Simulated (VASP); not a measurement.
Write the native input for VASP 6.6.1 that does the following.

* Task: single point
* Functional: r2SCAN
* Potentials or basis: VASP PAW PBE potentials, release 64 (In_d)
* Cutoff: 520 eV
* k mesh: 6 × 6 × 7
* Occupations: fermi-dirac, width 0.1 eV
* Spin: no spin polarisation
* Dipole correction: no
* Further INCAR settings: ALGO = Normal; EDIFF = 1e-06; NBANDS = 12

The system is In.

```xyz
1
Lattice="-1.6191 1.6612 2.5248 1.6612 -1.6191 2.5248 1.5669 1.5669 -2.4971" Properties=species:S:1:pos:R:3 pbc="T T T"
In    0.0000    0.0000    0.0000
```

One way to write it, as run:

POSCAR

```
In
1.0
   -1.6190647413      1.6612413047      2.5247668713
    1.6612413047     -1.6190647413      2.5247668713
    1.5669312687      1.5669312687     -2.4970526220
In
1
Direct
    0.0000000000      0.0000000000      0.0000000000
```

INCAR.step1

```
SYSTEM = In
  ALGO = Normal
  EDIFF = 1E-4
  ENCUT = 520
  GGA = PE
  ISMEAR = -1
  LASPH = .TRUE.
  LCHARG = .FALSE.
  LREAL = .FALSE.
  LWAVE = .TRUE.
  NBANDS = 12
  NELM = 100
  PREC = Accurate
  SIGMA = 0.1
```

INCAR.step2

```
SYSTEM = In
  ALGO = Normal
  EDIFF = 1E-6
  ENCUT = 520
  ISIF = 2
  ISMEAR = -1
  ISTART = 1
  LASPH = .TRUE.
  LCHARG = .FALSE.
  LMIXTAU = .TRUE.
  LREAL = .FALSE.
  LWAVE = .FALSE.
  METAGGA = R2SCAN
  NBANDS = 12
  NELM = 100
  PREC = Accurate
  SIGMA = 0.1
```

KPOINTS

```
k-points
0
G
  6 6 7
  0 0 0
```

Potentials or basis: VASP PAW PBE potentials, release 64 (In_d).

Launch:

```bash
$ cat potpaw_PBE.64/In_d/POTCAR > POTCAR
$ cp INCAR.step1 INCAR
$ mpirun -np 1 vasp_std > vasp.out
$ cp INCAR.step2 INCAR
$ mpirun -np 1 vasp_std > vasp.out
```

It gave:

```yaml
Pressure: 0.0 GPa
```

Caveat: the k points lie up to 0.40 Å⁻¹ apart; the PAW data sets were made with another functional, which shifts forces and pressure a little.

It took 52 s on 1 thread of Intel(R) Xeon(R) 6975P-C (Granite Rapids), with other jobs on the host, peak memory 0.17 GiB.
